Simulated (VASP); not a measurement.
# ZnO (P4_2/mnm) in VASP: single point with LDA

Aim: the single point of ZnO with LDA.

Everything below comes from runs of VASP 6.6.1. Logs are shortened: lines on timing, memory, paths and dates and some standing lists are left out, and cuts for length are marked.

### 1 The cell of the first run

The structure is tetragonal, space group P4_2/mnm (No. 136). Conventional cell: a = 5.440 Å, b = 5.440 Å, c = 3.204 Å, α = 90.00°, β = 90.00°, γ = 90.00°. Within 2.5 Å of Zn (site symmetry m2m) lie 4 O at 1.91 to 1.98 Å. Within 2.5 Å of O (site symmetry m2m) lie 4 Zn at 1.91 to 1.98 Å.

### 2 Single point, LDA

File INCAR:

```
PREC = Accurate ; ENCUT = 520
EDIFF = 1E-6 ; ISMEAR = 0
SIGMA = 0.01 ; LREAL = False
LASPH = True ; NELM = 80
ALGO = Normal ; ISIF = 2
LWAVE = False ; LCHARG = False
GGA = CA ; NBANDS = 46
```

File KPOINTS:

```
Automatic mesh
0
Gamma
  6 6 8
```

File POSCAR:

```
ZnO
1.0
    5.4398826283      0.0000000000      0.0000000000
    0.0000000000      5.4398826283      0.0000000000
    0.0000000000      0.0000000000      3.2035719519
Zn O
4 4
Direct
    0.1821811800      0.1821811800      0.5000000000
    0.8178188200      0.8178188200      0.5000000000
    0.6821811800      0.3178188200      0.0000000000
    0.3178188200      0.6821811800      0.0000000000
    0.8178914350      0.1821085650      0.5000000000
    0.1821085650      0.8178914350      0.5000000000
    0.6821085650      0.6821085650      0.0000000000
    0.3178914350      0.3178914350      0.0000000000
```

Potentials or basis: VASP PAW LDA potentials, release 64 (Zn, O).

Started as:

```sh
> cat potpaw_LDA.64/Zn/POTCAR potpaw_LDA.64/O/POTCAR > POTCAR
> mpirun -np 1 vasp_std > vasp.out
```

OUTCAR:

```text
PREC = Accurate
   ENCUT = 520
   EDIFF = 1E-6
   ISMEAR = 0
   LREAL = False
   LASPH = True
   NELM = 80
   ISIF = 2
   GGA = CA

 ion  position               nearest neighbor table
   1  0.182  0.182  0.500-   8 1.91   8 1.91   5 1.98   6 1.98   2 2.80
   2  0.818  0.818  0.500-   7 1.91   7 1.91   5 1.98   6 1.98   1 2.80
   3  0.682  0.318  0.000-   5 1.91   5 1.91   8 1.98   7 1.98   4 2.80
   4  0.318  0.682  0.000-   6 1.91   6 1.91   8 1.98   7 1.98   3 2.80
   5  0.818  0.182  0.500-   3 1.91   3 1.91   1 1.98   2 1.98
   6  0.182  0.818  0.500-   4 1.91   4 1.91   1 1.98   2 1.98
   7  0.682  0.682  0.000-   2 1.91   2 1.91   4 1.98   3 1.98
   8  0.318  0.318  0.000-   1 1.91   1 1.91   4 1.98   3 1.98

  LATTYP: Found a simple tetragonal cell.
 ALAT       =     5.4398826283
 C/A-ratio  =     0.5889046089

  Lattice vectors:

 A1 = (   5.4398826283,   0.0000000000,   0.0000000000)
 A2 = (   0.0000000000,   5.4398826283,   0.0000000000)
 A3 = (   0.0000000000,   0.0000000000,   3.2035719519)

Analysis of symmetry for initial positions (statically):
=====================================================================
 Subroutine PRICEL returns:
 Original cell was already a primitive cell.

 Routine SETGRP: Setting up the symmetry group for a
 simple tetragonal supercell.

 Subroutine GETGRP returns: Found 16 space group operations
 (whereof  8 operations were pure point group operations)
 out of a pool of 16 trial point group operations.

The static configuration has the point symmetry D_2h.
 The point group associated with its full space group is D_4h.

Analysis of symmetry for dynamics (positions and initial velocities):
=====================================================================
 Subroutine PRICEL returns:
 Original cell was already a primitive cell.

 Routine SETGRP: Setting up the symmetry group for a
 simple tetragonal supercell.

 Subroutine GETGRP returns: Found 16 space group operations
 (whereof  8 operations were pure point group operations)
 out of a pool of 16 trial point group operations.

The dynamic configuration has the point symmetry D_2h.
 The point group associated with its full space group is D_4h.

 Subroutine INISYM returns: Found 16 space group operations
 (whereof  8 operations are pure point group operations),
 and found     1 'primitive' translations

----------------------------------------------------------------------------------------

                                     Primitive cell

  volume of cell :      94.8011

  direct lattice vectors                    reciprocal lattice vectors
     5.439882628  0.000000000  0.000000000     0.183827496  0.000000000  0.000000000
     0.000000000  5.439882628  0.000000000     0.000000000  0.183827496  0.000000000
     0.000000000  0.000000000  3.203571952     0.000000000  0.000000000  0.312151566

  length of vectors
     5.439882628  5.439882628  3.203571952     0.183827496  0.183827496  0.312151566

  position of ions in fractional coordinates (direct lattice)
     0.182181180  0.182181180  0.500000000
     0.817818820  0.817818820  0.500000000
     0.682181180  0.317818820  0.000000000
     0.317818820  0.682181180  0.000000000
     0.817891435  0.182108565  0.500000000
     0.182108565  0.817891435  0.500000000
     0.682108565  0.682108565  0.000000000
     0.317891435  0.317891435  0.000000000

  ion indices of the primitive-cell ions
   primitive index   ion index
                 1           1
                 2           2
                 3           3
                 4           4
                 5           5
                 6           6
                 7           7
                 8           8

----------------------------------------------------------------------------------------

 KPOINTS: Automatic mesh

Automatic generation of k-mesh.
 Grid dimensions read from file:
 generate k-points for:    6    6    8

 Generating k-lattice:

  Cartesian coordinates                     Fractional coordinates (reciprocal lattice)
     0.030637916  0.000000000  0.000000000     0.166666667  0.000000000  0.000000000
     0.000000000  0.030637916  0.000000000     0.000000000  0.166666667  0.000000000
     0.000000000  0.000000000  0.039018946     0.000000000  0.000000000  0.125000000

  Length of vectors
     0.030637916  0.030637916  0.039018946

  Shift w.r.t. Gamma in fractional coordinates (k-lattice)
     0.000000000  0.000000000  0.000000000

 Subroutine IBZKPT returns following result:
 ===========================================

 Found     50 irreducible k-points:

 Following reciprocal coordinates:
            Coordinates               Weight
  0.000000  0.000000  0.000000      1.000000
  0.166667  0.000000  0.000000      4.000000
  0.333333  0.000000  0.000000      4.000000
  0.500000  0.000000  0.000000      2.000000
  0.166667  0.166667  0.000000      4.000000
  0.333333  0.166667  0.000000      8.000000
[... 16 lines left out ...]
  0.333333  0.000000  0.250000      8.000000
  0.500000  0.000000  0.250000      4.000000
 [... further k-points ...]
   k-points           NKPTS =     50   k-points in BZ     NKDIM =     50   number of bands    NBANDS=     46
   number of dos      NEDOS =    301   number of ions     NIONS =      8
   total plane-waves  NPLWV =  38400
   dimension x,y,z NGX =    40 NGY =   40 NGZ =   24
   dimension x,y,z NGXF=    80 NGYF=   80 NGZF=   48
   ions per type =               4   4
   NGX,Y,Z   is equivalent  to a cutoff of  12.22, 12.22, 12.45 a.u.
   NGXF,Y,Z  is equivalent  to a cutoff of  24.45, 24.45, 24.91 a.u.
 SYSTEM =  unknown system
   PREC   = accura    normal or accurate (medium, high low for compatibility)
   ISTART =      0    job   : 0-new  1-cont  2-samecut
   ICHARG =      2    charge: 1-file 2-atom 10-const
   ISPIN  =      1    spin polarized calculation?
   LNONCOLLINEAR =      F non collinear calculations
   LSORBIT =      F    spin-orbit coupling
   LASPH  =      T    aspherical Exc in radial PAW
   ENCUT  =  520.0 eV  38.22 Ry    6.18 a.u.  10.11 10.11  5.96*2*pi/ulx,y,z
   NELM   =     80;   NELMIN=  2; NELMDL= -5     # of ELM steps
   EDIFF  = 0.1E-05   stopping-criterion for ELM
   LREAL  =      F    real-space projection
   EDIFFG = 0.1E-04   stopping-criterion for IOM
   NSW    =      0    number of steps for IOM
   IBRION =     -1    ionic relax: 0-MD 1-quasi-New 2-CG
   NFREE  =      0    steps in history (QN), initial steepest desc. (CG)
   ISIF   =      2    stress and relaxation
   ISYM   =      2    0-nonsym 1-usesym 2-fastsym
   POTIM  = 0.5000    time-step for ionic-motion
   TEBEG  =    0.0;   TEEND  =   0.0 temperature during run
   PSTRESS=    0.0 pullay stress
   NELECT =      72.0000    total number of electrons
   NUPDOWN=      -1.0000    fix difference up-down
   EMIN   =  10.00;   EMAX   =-10.00  energy-range for DOS
   EFERMI =   0.00;   METHOD = LEGACY
   ISMEAR =     0;   SIGMA  =   0.01  broadening in eV -4-tet -1-fermi 0-gaus
   EFERMI_NEDOS =   21; number of points for ismear=-14 and -15
   IALGO  =     38    algorithm
   IMIX   =      4    mixing-type and parameters
     AMIX     =   0.40;   BMIX     =  1.00
     AMIX_MAG =   1.60;   BMIX_MAG =  1.00
  volume/ion in A,a.u.               =      11.85        79.97
  Fermi-wavevector in a.u.,A,eV,Ry     =   1.493646  2.822583 30.354323  2.230980
  Thomas-Fermi vector in A             =   2.606020
   LORBIT       =      0    0 simple, 1 ext, 2 COOP (PROOUT), +10 PAW based schemes
   GGA     = CA    functional components
   LHFCALC =     F    Hartree Fock is set to
   AEXX    =    0.0000 exact exchange contribution
   IVDW    =     0    specifies the selected vdW correction
   LEPSILON=     F    determine dielectric tensor
   LRPA    =     F    only Hartree local field effects (RPA)
 non-spin polarized calculation
 Gauss-broadening in eV      SIGMA  =   0.01
  energy-cutoff  :      520.00
  volume of cell :       94.80
 maximum number of plane-waves:      2580
   NGX = 21   NGY = 21   NGZ = 11

 number of electron      72.0000035 magnetization

 Free energy of the ion-electron system (eV)
  ---------------------------------------------------
  ext. energy  EPLUGINS =         0.00000000
  ---------------------------------------------------
  free energy    TOTEN  =       -42.01561870 eV

  energy without entropy =      -42.01561870  energy(sigma->0) =      -42.01561870

 E-fermi :   1.1638     XC(G=0): -11.4194

 val. band max:        1.1054279628   @ k =   0.0000   0.0000   0.0000
 cond. band min:       1.8939454189   @ k =   0.0000   0.0000   0.0000
 fundamental gap:      0.7885174562
 Fermi energy:         1.1638485806

 k-point     1 :       0.0000    0.0000    0.0000
  band No.  band energies     occupation
      1     -17.1275      2.00000
      2     -16.2984      2.00000
      3     -16.2984      2.00000
      4     -16.1919      2.00000
      5      -5.6891      2.00000
      6      -5.3813      2.00000
[... 38 lines left out ...]
     45      11.4539      0.00000
     46      13.3623      0.00000

 k-point     2 :       0.1667    0.0000    0.0000
  band No.  band energies     occupation
      1     -17.0834      2.00000
      2     -16.3969      2.00000
      3     -16.2811      2.00000
      4     -16.1575      2.00000
      5      -5.6797      2.00000
      6      -5.4105      2.00000
[... 38 lines left out ...]
     45      11.8069      0.00000
     46      13.3239      0.00000

 k-point     3 :       0.3333    0.0000    0.0000
  band No.  band energies     occupation
      1     -16.9596      2.00000
      2     -16.5782      2.00000
      3     -16.2365      2.00000
      4     -16.1502      2.00000
      5      -5.6430      2.00000
      6      -5.4853      2.00000
[... 1018 lines left out ...]
     45      10.5847      0.00000
     46      11.1308      0.00000

 k-point    24 :       0.5000    0.0000    0.2500
  band No.  band energies     occupation
      1     -16.5895      2.00000
      2     -16.5895      2.00000
      3     -16.1115      2.00000
      4     -16.1115      2.00000
      5      -5.4075      2.00000
      6      -5.4075      2.00000
[... 38 lines left out ...]
     45      10.7227      0.00000
     46      10.7227      0.00000

 [... further k-points ...]
[... 5 lines left out ...]
  --------------------------------------------------------------------------------------
  -------------------------------------------------------------------------------------
  Total        0.6644474      0.6644474      0.8558265      0.0000000      0.0000000      0.0000000
  in kB       11.2294281     11.2294281     14.4638120      0.0000000      0.0000000      0.0000000
  external PRESSURE =      12.3075560 kB  Pullay stress =       0.0000000 kB

 VOLUME and BASIS-vectors are now :
 -----------------------------------------------------------------------------
  energy-cutoff  :      520.00
  volume of cell :       94.80
      direct lattice vectors                 reciprocal lattice vectors
     5.439882628  0.000000000  0.000000000     0.183827496  0.000000000  0.000000000
     0.000000000  5.439882628  0.000000000     0.000000000  0.183827496  0.000000000
     0.000000000  0.000000000  3.203571952     0.000000000  0.000000000  0.312151566

 POSITION                                       TOTAL-FORCE (eV/Angst)
 -----------------------------------------------------------------------------------
      0.99104      0.99104      1.60179         0.000724      0.000724     -0.000000
      4.44884      4.44884      1.60179        -0.000724     -0.000724      0.000000
      3.71099      1.72890      0.00000         0.000724     -0.000724      0.000000
      1.72890      3.71099      0.00000        -0.000724      0.000724     -0.000000
      4.44923      0.99065      1.60179         0.000735     -0.000735     -0.000000
      0.99065      4.44923      1.60179        -0.000735      0.000735      0.000000
      3.71059      3.71059      0.00000        -0.000735     -0.000735     -0.000000
      1.72929      1.72929      0.00000         0.000735      0.000735      0.000000
 -----------------------------------------------------------------------------------
    total drift:                               -0.000000     -0.000000     -0.000000

  FREE ENERGIE OF THE ION-ELECTRON SYSTEM (eV)
  ---------------------------------------------------
  free  energy   TOTEN  =       -42.0156186973 eV

  energy  without entropy=      -42.0156186973  energy(sigma->0) =      -42.01561870
```

It took 4.5 min on 1 thread of AMD EPYC 7R43 (Zen 3), shared host; peak memory 0.23 GiB.

Results:

| Quantity | Value |
| --- | --- |
| Free energy | -42.0156 eV |
| Pressure | 1.2 GPa |
| Band gap on the k mesh | 0.79 eV |

Stress tensor (GPa, compression positive):
```
1.12 0.00 0.00
0.00 1.12 0.00
0.00 0.00 1.45
```
